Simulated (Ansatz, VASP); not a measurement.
# Two plane-wave programs on TePb

```xyz
2
Lattice="0.0000 3.1261 3.4387 3.1261 0.0000 3.4387 3.1261 3.1261 0.0000" Properties=species:S:1:pos:R:3 pbc="T T T"
Te    3.1261    3.1261    3.4387
Pb    0.0000    0.0000    0.0000
```

Alike in both runs: task single point; functional PBEsol; k mesh 8 × 8 × 8; occupations gaussian, width 0.05 eV; no spin polarisation.

|  | VASP | Ansatz |
| --- | --- | --- |
| version | VASP 6.6.1 | Ansatz 0.2.0 |
| potentials or method | VASP PAW PBE potentials, release 64 (Te, Pb_d), cutoff 520 eV | scalar-relativistic, plane waves, PAW |
| valence electrons in the cell | 20 | 30 |

```csv
,VASP,Ansatz,Ansatz less VASP
gap on the k mesh at the Fermi level (eV),0.30,0.30,-0.001
least direct gap on the mesh (eV),0.30,0.30,-0.001
pressure (GPa),0.9,1.0,+0.03
"traceless stress, the component that is largest in VASP (GPa)",-6.29,-6.28,+0.015
```

VASP's potentials were made for PBE, not for PBEsol. With one functional, cell and mesh, what is left measures potentials, basis and numerics. VASP's potentials hold 20 valence electrons a cell and Ansatz's 30, so a difference there can come from the potentials and not from the codes.

Spin-orbit coupling is off throughout.
